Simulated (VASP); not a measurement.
# Ni (Fm-3m) in VASP: further runs

The runs below take Ni through single point, with LDA.

Program: VASP 6.6.1. These are calculated values, not measurements. Logs are shortened: lines on timing, memory, paths and dates and some standing lists are left out, and cuts for length are marked.

## (1) The cell of the first run

Symmetry: Fm-3m, No. 225, cubic system. The conventional cell has a = 3.524 Å, b = 3.524 Å, c = 3.524 Å, α = 90.00°, β = 90.00°, γ = 90.00°. Within 3.3 Å of Ni (site symmetry m-3m) lie 12 Ni at 2.49 Å.

## (2) Single point, LDA, collinear spin, ferromagnetic start

INCAR

```
ALGO = Normal
EDIFF = 1E-7
ENCUT = 520
GGA = CA
ISIF = 2
ISMEAR = -1
ISPIN = 2
LASPH = T
LCHARG = F
LMAXMIX = 4
LORBIT = 11
LREAL = F
LWAVE = F
MAGMOM = 1.5
NBANDS = 15
NELM = 150
PREC = Accurate
SIGMA = 0.1
```

KPOINTS

```
k-points
0
Gamma
  16 16 16
```

POSCAR

```
Ni
1.0
    0.0000000000      1.7619350000      1.7619350000
    1.7619350000      0.0000000000      1.7619350000
    1.7619350000      1.7619350000      0.0000000000
Ni
1
Direct
    0.0000000000      0.0000000000      0.0000000000
```

Potentials or basis: VASP PAW LDA potentials, release 64 (Ni).

On the command line:

```console
$ cat potpaw_LDA.64/Ni/POTCAR > POTCAR
$ mpirun -np 1 vasp_std > vasp.out
```

OUTCAR:

```text
EDIFF = 1E-7
   ENCUT = 520
   GGA = CA
   ISIF = 2
   ISMEAR = -1
   ISPIN = 2
   LASPH = T
   LORBIT = 11
   LREAL = F
   NELM = 150
   PREC = Accurate

 ion  position               nearest neighbor table
   1  0.000  0.000  0.000-

  LATTYP: Found a face centered cubic cell.
 ALAT       =     3.5238700000

  Lattice vectors:

 A1 = (   0.0000000000,   1.7619350000,   1.7619350000)
 A2 = (   1.7619350000,   0.0000000000,   1.7619350000)
 A3 = (   1.7619350000,   1.7619350000,   0.0000000000)

Analysis of symmetry for initial positions (statically):
=====================================================================
 Subroutine PRICEL returns:
 Original cell was already a primitive cell.

 Routine SETGRP: Setting up the symmetry group for a
 face centered cubic supercell.

 Subroutine GETGRP returns: Found 48 space group operations
 (whereof 48 operations were pure point group operations)
 out of a pool of 48 trial point group operations.

The static configuration has the point symmetry O_h .

Analysis of symmetry for dynamics (positions and initial velocities):
=====================================================================
 Subroutine PRICEL returns:
 Original cell was already a primitive cell.

 Routine SETGRP: Setting up the symmetry group for a
 face centered cubic supercell.

 Subroutine GETGRP returns: Found 48 space group operations
 (whereof 48 operations were pure point group operations)
 out of a pool of 48 trial point group operations.

The dynamic configuration has the point symmetry O_h .

Analysis of structural, dynamic, and magnetic symmetry:
=====================================================================
 Subroutine PRICEL returns:
 Original cell was already a primitive cell.

 Routine SETGRP: Setting up the symmetry group for a
 face centered cubic supercell.

 Subroutine GETGRP returns: Found 48 space group operations
 (whereof 48 operations were pure point group operations)
 out of a pool of 48 trial point group operations.

The overall configuration has the point symmetry O_h .

 Subroutine INISYM returns: Found 48 space group operations
 (whereof 48 operations are pure point group operations),
 and found     1 'primitive' translations

----------------------------------------------------------------------------------------

                                     Primitive cell

  volume of cell :      10.9396

  direct lattice vectors                    reciprocal lattice vectors
     0.000000000  1.761935000  1.761935000    -0.283778914  0.283778914  0.283778914
     1.761935000  0.000000000  1.761935000     0.283778914 -0.283778914  0.283778914
     1.761935000  1.761935000  0.000000000     0.283778914  0.283778914 -0.283778914

  length of vectors
     2.491752373  2.491752373  2.491752373     0.491519496  0.491519496  0.491519496

  position of ions in fractional coordinates (direct lattice)
     0.000000000  0.000000000  0.000000000

  ion indices of the primitive-cell ions
   primitive index   ion index
                 1           1

----------------------------------------------------------------------------------------

 KPOINTS: k-points

Automatic generation of k-mesh.
 Grid dimensions read from file:
 generate k-points for:   16   16   16

 Generating k-lattice:

  Cartesian coordinates                     Fractional coordinates (reciprocal lattice)
    -0.017736182  0.017736182  0.017736182     0.062500000  0.000000000  0.000000000
     0.017736182 -0.017736182  0.017736182     0.000000000  0.062500000  0.000000000
     0.017736182  0.017736182 -0.017736182     0.000000000  0.000000000  0.062500000

  Length of vectors
     0.030719969  0.030719969  0.030719969

  Shift w.r.t. Gamma in fractional coordinates (k-lattice)
     0.000000000  0.000000000  0.000000000

 Subroutine IBZKPT returns following result:
 ===========================================

 Found    145 irreducible k-points:

 Following reciprocal coordinates:
            Coordinates               Weight
  0.000000  0.000000  0.000000      1.000000
  0.062500  0.000000  0.000000      8.000000
  0.125000  0.000000  0.000000      8.000000
  0.187500  0.000000  0.000000      8.000000
  0.250000  0.000000  0.000000      8.000000
  0.312500  0.000000  0.000000      8.000000
[... 16 lines left out ...]
 -0.125000  0.062500  0.000000     24.000000
 -0.062500  0.062500  0.000000     12.000000
 [... further k-points ...]
   k-points           NKPTS =    145   k-points in BZ     NKDIM =    145   number of bands    NBANDS=     15
   number of dos      NEDOS =    301   number of ions     NIONS =      1
   total plane-waves  NPLWV =   8000
   dimension x,y,z NGX =    20 NGY =   20 NGZ =   20
   dimension x,y,z NGXF=    40 NGYF=   40 NGZF=   40
   ions per type =               1
   NGX,Y,Z   is equivalent  to a cutoff of  13.34, 13.34, 13.34 a.u.
   NGXF,Y,Z  is equivalent  to a cutoff of  26.69, 26.69, 26.69 a.u.
 SYSTEM =  unknown system
   PREC   = accura    normal or accurate (medium, high low for compatibility)
   ISTART =      0    job   : 0-new  1-cont  2-samecut
   ICHARG =      2    charge: 1-file 2-atom 10-const
   ISPIN  =      2    spin polarized calculation?
   LNONCOLLINEAR =      F non collinear calculations
   LSORBIT =      F    spin-orbit coupling
   LASPH  =      T    aspherical Exc in radial PAW
   ENCUT  =  520.0 eV  38.22 Ry    6.18 a.u.   4.63  4.63  4.63*2*pi/ulx,y,z
   NELM   =    150;   NELMIN=  2; NELMDL= -5     # of ELM steps
   EDIFF  = 0.1E-06   stopping-criterion for ELM
   LREAL  =      F    real-space projection
   EDIFFG = 0.1E-05   stopping-criterion for IOM
   NSW    =      0    number of steps for IOM
   IBRION =     -1    ionic relax: 0-MD 1-quasi-New 2-CG
   NFREE  =      0    steps in history (QN), initial steepest desc. (CG)
   ISIF   =      2    stress and relaxation
   ISYM   =      2    0-nonsym 1-usesym 2-fastsym
   POTIM  = 0.5000    time-step for ionic-motion
   TEBEG  =    0.0;   TEEND  =   0.0 temperature during run
   PSTRESS=    0.0 pullay stress
   NELECT =      10.0000    total number of electrons
   NUPDOWN=      -1.0000    fix difference up-down
   EMIN   =  10.00;   EMAX   =-10.00  energy-range for DOS
   EFERMI =   0.00;   METHOD = LEGACY
   ISMEAR =    -1;   SIGMA  =   0.10  broadening in eV -4-tet -1-fermi 0-gaus
   EFERMI_NEDOS =   21; number of points for ismear=-14 and -15
   IALGO  =     38    algorithm
   IMIX   =      4    mixing-type and parameters
     AMIX     =   0.40;   BMIX     =  1.00
     AMIX_MAG =   1.60;   BMIX_MAG =  1.00
  volume/ion in A,a.u.               =      10.94        73.82
  Fermi-wavevector in a.u.,A,eV,Ry     =   1.588821  3.002436 34.345893  2.524352
  Thomas-Fermi vector in A             =   2.687765
   LORBIT       =     11    0 simple, 1 ext, 2 COOP (PROOUT), +10 PAW based schemes
   GGA     = CA    functional components
   LHFCALC =     F    Hartree Fock is set to
   AEXX    =    0.0000 exact exchange contribution
   IVDW    =     0    specifies the selected vdW correction
   LEPSILON=     F    determine dielectric tensor
   LRPA    =     F    only Hartree local field effects (RPA)
 spin polarized calculation
  energy-cutoff  :      520.00
  volume of cell :       10.94
 maximum number of plane-waves:       306
   NGX =  9   NGY =  9   NGZ =  9

 number of electron      10.0000010 magnetization       0.5683369

 Free energy of the ion-electron system (eV)
  ---------------------------------------------------
  ext. energy  EPLUGINS =         0.00000000
  ---------------------------------------------------
  free energy    TOTEN  =        -6.55419549 eV

  energy without entropy =       -6.49651074  energy(sigma->0) =       -6.52535312

 E-fermi :   8.9313     XC(G=0): -13.5796

 val. band max:        8.9158775785   @ k =  -0.3125   0.3750   0.0625
 cond. band min:       8.9335672101   @ k =   0.3750   0.1250   0.0000
 fundamental gap:      0.0176896315
 Fermi energy:         8.9313468107

 spin component 1

 k-point     1 :       0.0000    0.0000    0.0000
  band No.  band energies     occupation
      1       0.0034      1.00000
      2       6.6399      1.00000
      3       6.6399      1.00000
      4       6.6399      1.00000
      5       7.7727      0.99999
      6       7.7727      0.99999
      7      32.6875      0.00000
      8      36.3928      0.00000
      9      36.3928      0.00000
     10      36.3928      0.00000
     11      39.3460      0.00000
     12      39.3460      0.00000
     13      39.3460      0.00000
     14      42.5405      0.00000
     15      48.4598      0.00000
[... 397 lines left out ...]
 k-point    24 :      -0.0625    0.0625    0.0000
  band No.  band energies     occupation
      1       0.4065      1.00000
      2       6.5282      1.00000
      3       6.7234      1.00000
      4       6.7413      1.00000
      5       7.6890      1.00000
      6       7.7881      0.99999
      7      31.2954      0.00000
      8      32.8620      0.00000
      9      35.1673      0.00000
     10      36.9743      0.00000
     11      39.5143      0.00000
     12      39.6906      0.00000
     13      42.5970      0.00000
     14      44.5825      0.00000
     15      45.1483      0.00000

 [... further k-points ...]

 spin component 2

 k-point     1 :       0.0000    0.0000    0.0000
  band No.  band energies     occupation
      1       0.0422      1.00000
      2       7.2151      1.00000
      3       7.2151      1.00000
      4       7.2151      1.00000
      5       8.3128      0.99795
      6       8.3128      0.99795
      7      32.6686      0.00000
      8      36.4419      0.00000
      9      36.4419      0.00000
     10      36.4419      0.00000
     11      39.4977      0.00000
     12      39.4977      0.00000
     13      39.4977      0.00000
     14      42.5154      0.00000
     15      48.6173      0.00000
[... 397 lines left out ...]
 k-point    24 :      -0.0625    0.0625    0.0000
  band No.  band energies     occupation
      1       0.4460      1.00000
      2       7.0944      1.00000
      3       7.3019      1.00000
      4       7.3177      1.00000
      5       8.2247      0.99915
      6       8.3290      0.99759
      7      31.3584      0.00000
      8      32.9428      0.00000
      9      35.2117      0.00000
     10      37.0263      0.00000
     11      39.6615      0.00000
     12      39.7527      0.00000
     13      42.6643      0.00000
     14      44.7352      0.00000
     15      45.2168      0.00000

 [... further k-points ...]
[... 5 lines left out ...]
  --------------------------------------------------------------------------------------
  -------------------------------------------------------------------------------------
  Total       -1.1952508     -1.1952508     -1.1952508     -0.0000000      0.0000000      0.0000000
  in kB     -175.0531775   -175.0531775   -175.0531775     -0.0000000      0.0000000      0.0000000
  external PRESSURE =    -175.0531775 kB  Pullay stress =       0.0000000 kB

 VOLUME and BASIS-vectors are now :
 -----------------------------------------------------------------------------
  energy-cutoff  :      520.00
  volume of cell :       10.94
      direct lattice vectors                 reciprocal lattice vectors
     0.000000000  1.761935000  1.761935000    -0.283778914  0.283778914  0.283778914
     1.761935000  0.000000000  1.761935000     0.283778914 -0.283778914  0.283778914
     1.761935000  1.761935000  0.000000000     0.283778914  0.283778914 -0.283778914

 POSITION                                       TOTAL-FORCE (eV/Angst)
 -----------------------------------------------------------------------------------
      0.00000      0.00000      0.00000         0.000000      0.000000      0.000000
 -----------------------------------------------------------------------------------
    total drift:                                0.000000      0.000000      0.000000

  FREE ENERGIE OF THE ION-ELECTRON SYSTEM (eV)
  ---------------------------------------------------
  free  energy   TOTEN  =        -6.5541954939 eV

  energy  without entropy=       -6.4965107426  energy(sigma->0) =       -6.52535312

 total charge

# of ion       s       p       d       tot
------------------------------------------
    1        0.496   0.491   8.324   9.311

 magnetization (x)

# of ion       s       p       d       tot
------------------------------------------
    1       -0.005  -0.017   0.595   0.573
```

It took 45 s on 1 thread of Intel Xeon Platinum 8259CL at 2.50GHz (Skylake/Cascade Lake), shared host; peak memory 0.15 GiB.

Results:

* Free energy: -6.5542 eV
* Pressure: -17.5 GPa
* Net moment: 0.57 μB per cell
* Site moments: Ni +0.57 μB
* Valence electrons inside the program's atomic spheres: Ni 9.31

## (3) Single point, LDA, collinear spin, ferromagnetic start (volume scaled by 1.04)

INCAR

```
SYSTEM = Ni
ALGO     = Normal         ! electronic algorithm
EDIFF    = 1E-7           ! SCF threshold, eV
ENCUT    = 520            ! plane-wave cutoff, eV
GGA      = CA             ! functional
ISIF     = 2              ! what is computed and relaxed
ISMEAR   = -1             ! smearing method
ISPIN    = 2              ! spin polarisation
LASPH    = .TRUE.         ! aspherical terms in the spheres
LCHARG   = .FALSE.        ! write CHGCAR
LMAXMIX  = 4              ! l up to which the mixer works
LORBIT   = 11             ! projections on sites
LREAL    = .FALSE.        ! projectors in reciprocal space
LWAVE    = .FALSE.        ! write WAVECAR
MAGMOM   = 1.5            ! initial moments
NBANDS   = 15             ! bands
NELM     = 150            ! most SCF steps
PREC     = Accurate       ! precision mode
SIGMA    = 0.1            ! smearing width, eV
```

KPOINTS

```
k-points
0
G
  16 16 16
  0 0 0
```

POSCAR

```
Ni
1.0
    0.0000000000      1.7851210142      1.7851210142
    1.7851210142      0.0000000000      1.7851210142
    1.7851210142      1.7851210142      0.0000000000
Ni
1
Direct
    0.0000000000      0.0000000000      0.0000000000
```

Potentials or basis: VASP PAW LDA potentials, release 64 (Ni).

On the command line:

```console
$ cat potpaw_LDA.64/Ni/POTCAR > POTCAR
$ mpirun -np 1 vasp_std > vasp.out
```

Wall time 46 s (1 thread of Intel Xeon Platinum 8259CL at 2.50GHz (Skylake/Cascade Lake), shared host); peak memory 0.15 GiB.

Results (log left out):

* Free energy: -6.4984 eV
* Pressure: -23.1 GPa
* Net moment: 0.58 μB per cell
* Site moments: Ni +0.58 μB
* Valence electrons inside the program's atomic spheres: Ni 9.25

Levels at points of the mesh, in eV from the Fermi level:
Spin up:
```
           k point  band 3  band 4  band 5  band 6  band 7  band 8
(0.00, 0.00, 0.00)   -2.20   -2.20   -1.13   -1.13   23.42   26.82
(0.50, 0.00, 0.00)   -2.20   -0.48   -0.48   -0.16    5.43   21.97
(0.50, 0.50, 0.00)   -0.46   -0.34   -0.34    2.45    8.90   14.38
```
Spin down:
```
           k point  band 3  band 4  band 5  band 6  band 7  band 8
(0.00, 0.00, 0.00)   -1.62   -1.62   -0.58   -0.58   23.40   26.87
(0.50, 0.00, 0.00)   -1.67   -0.13    0.14    0.14    5.79   21.94
(0.50, 0.50, 0.00)    0.11    0.32    0.32    2.49    9.16   14.44
```
